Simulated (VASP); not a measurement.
Set up this calculation in VASP 6.6.1, as the native input.

```yaml
Task: single point
Functional: PBE
Potentials_or_basis: VASP PAW PBE potentials, release 64 (Pd_sv_GW, C, Au_sv_GW, N)
Cutoff: 700 eV
k_mesh: 4 × 4 × 4
Occupations: gaussian, width 0.1 eV
Spin: collinear spin
Starting_moments: "[1.0, 0.0, 0.0, 0.0, 0.0, 1.0, 0.0, 0.0, 0.0, 0.0] μB"
Dipole_correction: no
Further_INCAR_settings: ALGO = Normal; EDIFF = 1e-06; NBANDS = 52
```

The structure of PdAuC4N4 lies in POSCAR:

```
PdAuC4N4
1.0
    6.1444387764      0.0000000000      0.0000000000
    0.0000000000      6.1444387764      0.0000000000
    0.0000000000      0.0000000000      6.1444387764
Pd C Au N
1 4 1 4
Direct
    0.5000000000      0.5000000000      0.5000000000
    0.1958537840      0.1958537840      0.1958537840
    0.1958537840      0.8041462160      0.8041462160
    0.8041462160      0.1958537840      0.8041462160
    0.8041462160      0.8041462160      0.1958537840
    0.0000000000      0.0000000000      0.0000000000
    0.3062159438      0.3062159438      0.3062159438
    0.3062159438      0.6937840562      0.6937840562
    0.6937840562      0.3062159438      0.6937840562
    0.6937840562      0.6937840562      0.3062159438
```

One way to write it, as run:

INCAR

```
SYSTEM = PdAuC4N4
  PREC = Accurate
  ENCUT = 700
  EDIFF = 1E-6
  ISMEAR = 0
  SIGMA = 0.1
  LREAL = .False.
  LASPH = .True.
  NELM = 200
  ALGO = Normal
  ISIF = 2
  LWAVE = .False.
  LCHARG = .False.
  ISPIN = 2
  MAGMOM = 1 0 0 0 0 1 0 0 0 0
  LORBIT = 11
  LMAXMIX = 4
  GGA = PE
  NBANDS = 52
  GGA_COMPAT = .False.
```

KPOINTS

```
regular mesh
0
Gamma
  4 4 4
  0 0 0
```

Potentials or basis: VASP PAW PBE potentials, release 64 (Pd_sv_GW, C, Au_sv_GW, N).

Launch:

```bash
$ cat potpaw_PBE.64/Pd_sv_GW/POTCAR potpaw_PBE.64/C/POTCAR potpaw_PBE.64/Au_sv_GW/POTCAR potpaw_PBE.64/N/POTCAR > POTCAR
$ mpirun -np 1 vasp_std > vasp.out
```

It gave:

The pressure is 0.2 GPa and the largest force is 0.335 eV/Å. The net moment is 2.63 μB per cell, the site moments are Pd +1.22; C +0.07; Au +0.26; N +0.11 μB and the valence electrons inside the program's atomic spheres are Pd 15.49; C 2.54; Au 17.18; N 3.85.

Run time: 14 min on 1 thread of Intel(R) Xeon(R) Platinum 8488C (Sapphire Rapids) (shared host), peak memory 0.7 GiB.
